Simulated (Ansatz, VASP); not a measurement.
# Two plane-wave programs on Ge

```
Ge
1.0
     3.98836    0.00000    0.00000
    -1.99418    3.45402    0.00000
     0.00000    0.00000   24.79264
Ge
2
Direct
  0.33333 0.66667 0.35976
  0.66667 0.33333 0.38628
```

Alike in both runs: functional PBEsol; k mesh 12 × 12 × 1; occupations gaussian, width 0.1 eV; no spin polarisation.

Ansatz relaxed the structure, and its values are those at the end. VASP's run is a single point on that final structure, the one shown.

|  | VASP | Ansatz |
| --- | --- | --- |
| version | VASP 6.6.1 | Ansatz 0.2.0 |
| potentials or method | VASP PAW PBE potentials, release 64 (Ge_d), cutoff 520 eV | scalar-relativistic, plane waves, PAW |
| valence electrons in the cell | 28 | 28 |

|  | VASP | Ansatz | Ansatz less VASP |
| --- | --- | --- | --- |
| gap on the k mesh at the Fermi level (eV) | none | none | - |
| rms of the force components (eV/Å) | 0.004 | 0.000 | -0.0037 |

VASP's potentials were made for PBE, not for PBEsol. A gap of «none» marks a metal or a gap that the smearing closes.
